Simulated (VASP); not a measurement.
Set up this calculation in VASP 6.6.1, as the native input.

```
Task                   : single point
Functional             : PBE
Potentials or basis    : VASP PAW PBE potentials, release 64 (Zn, S)
Cutoff                 : 520 eV
k mesh                 : 8 × 8 × 2
Occupations            : gaussian, width 0.05 eV
Spin                   : no spin polarisation
Dipole correction      : no
Further INCAR settings : ALGO = Normal; EDIFF = 1e-07; NBANDS = 46
```

The structure of ZnS lies in POSCAR:

```
ZnS
1.0
   -3.8454929872      0.0000000000      0.0000000000
   -1.9227464936     -3.3302946170      0.0000000000
   -5.2877451321     -3.0528810754     12.6106666151
Zn S
4 4
Direct
   -0.2683517825     -0.2683517825      0.6563598951
    0.1899982175      0.1899982175      0.1563598951
   -0.1641934492     -0.1641934492      0.9063598951
    0.2941565508      0.2941565508      0.4063598951
   -0.4400315508     -0.4400315508      0.8436401049
    0.0183184492      0.0183184492      0.3436401049
    0.5808267825      0.5808267825      0.0936401049
    0.1224767825      0.1224767825      0.5936401049
```

The input as run:

INCAR

```
SYSTEM = ZnS
PREC = Accurate ; ENCUT = 520
EDIFF = 1E-7 ; ISMEAR = 0
SIGMA = 0.05 ; LREAL = .FALSE.
LASPH = .TRUE. ; NELM = 60
ALGO = Normal ; ISIF = 2
LWAVE = .FALSE. ; LCHARG = .TRUE.
GGA = PE ; LELF = .TRUE.
LVHAR = .TRUE. ; NBANDS = 46
```

KPOINTS

```
regular mesh
0
G
  8 8 2
  0 0 0
```

Potentials or basis: VASP PAW PBE potentials, release 64 (Zn, S).

Command:

```console
$ cat potpaw_PBE.64/Zn/POTCAR potpaw_PBE.64/S/POTCAR > POTCAR
$ mpirun -np 1 vasp_std > vasp.out
```

Results of the run:

* Pressure: 0.0 GPa
* Largest force: 0.467 eV/Å
* Band gap on the k mesh: 1.96 eV, direct

It took 10 min on 1 thread of Oxide Virtual Turin-like Processor, on a shared host, peak memory 0.38 GiB.
